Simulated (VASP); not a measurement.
Input of a VASP 6.6.1 run:

Contents of POSCAR:

```
Y
1.0
    0.0000000000      2.4850000000      2.2986250000
    2.4850000000      0.0000000000      2.2986250000
    2.4850000000      2.4850000000      0.0000000000
Y
1
Direct
    0.0000000000      0.0000000000      0.0000000000
```

Contents of INCAR.step1:

```
PREC     = Accurate       # precision mode
ENCUT    = 520            # plane-wave cutoff, eV
ISMEAR   = 0              # smearing method
SIGMA    = 0.15           # smearing width, eV
LREAL    = F              # projectors in reciprocal space
LASPH    = T              # aspherical terms in the spheres
NELM     = 100            # most SCF steps
NBANDS   = 12             # bands
GGA      = PE             # functional
ALGO     = Normal         # electronic algorithm
EDIFF    = 1E-4           # SCF threshold, eV
LWAVE    = T              # write WAVECAR
LCHARG   = F              # write CHGCAR
```

INCAR.step2

```
PREC     = Accurate       # precision mode
ENCUT    = 520            # plane-wave cutoff, eV
EDIFF    = 1E-6           # SCF threshold, eV
ISMEAR   = 0              # smearing method
SIGMA    = 0.15           # smearing width, eV
LREAL    = F              # projectors in reciprocal space
LASPH    = T              # aspherical terms in the spheres
NELM     = 100            # most SCF steps
ALGO     = Normal         # electronic algorithm
ISIF     = 2              # what is computed and relaxed
LWAVE    = F              # write WAVECAR
LCHARG   = F              # write CHGCAR
METAGGA  = R2SCAN         # meta-GGA
LMIXTAU  = T            
NBANDS   = 12             # bands
ISTART   = 1
```

Contents of KPOINTS:

```
regular mesh
0
Gamma
  16 16 16
```

Potentials or basis: VASP PAW PBE potentials, release 64 (Y_sv).

Run with:

```console
$ cat potpaw_PBE.64/Y_sv/POTCAR > POTCAR
$ cp INCAR.step1 INCAR
$ mpirun -np 1 vasp_std > vasp.out
$ cp INCAR.step2 INCAR
$ mpirun -np 1 vasp_std > vasp.out
```

(1) What does it give for the pressure?

(2) Predict the band gap on the k mesh.

Answers

(1) 7.6 GPa.

(2) zero (an odd number of electrons rules out a gap without spin polarisation).

Caveat: the cell differs from its parent crystal (strain -0.0750 x Voigt [0, 0, 1, 0, 0, 0]); the cell stands under pressure; the PAW data sets were made with another functional, which shifts forces and pressure a little.
